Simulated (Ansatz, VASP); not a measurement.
One calculation of Al3As, two programs

```xyz
4
Lattice="2.7444 0.0000 0.0000 0.0000 2.7444 0.0000 0.0000 0.0000 10.7148" Properties=species:S:1:pos:R:3 pbc="T T T"
Al    0.0000    0.0000    8.0313
Al    0.0000    0.0000    2.6835
Al    0.0000    0.0000    5.3574
As    0.0000    0.0000    0.0000
```

Alike in both runs: functional PBE; k mesh 6 × 6 × 2; occupations gaussian, width 0.1 eV; no spin polarisation.

Ansatz relaxed the structure, and its values are those at the end. VASP's run is a single point on that final structure, the one shown.

|  | VASP | Ansatz |
| --- | --- | --- |
| version | VASP 6.6.1 | Ansatz 0.2.0 |
| potentials or method | VASP PAW PBE potentials, release 64 (Al, As), cutoff 520 eV | scalar-relativistic, plane waves, PAW |
| valence electrons in the cell | 14 | 24 |

VASP gave:

| Property | Result |
| --- | --- |
| gap on the k mesh at the Fermi level (eV) | none |
| pressure (GPa) | 0.1 |
| rms of the force components (eV/Å) | 0.005 |

Problem. What did Ansatz give for the same quantities?

Solution. gap on the k mesh at the Fermi level (eV): none; pressure (GPa): 0.1; rms of the force components (eV/Å): 0.003.

A gap of «none» marks a metal or a gap that the smearing closes. With one functional, cell and mesh, what is left measures potentials, basis and numerics. VASP's potentials hold 14 valence electrons a cell and Ansatz's 24, so a difference there can come from the potentials and not from the codes.

The k mesh is coarse, so the values compare programs but aren't converged.
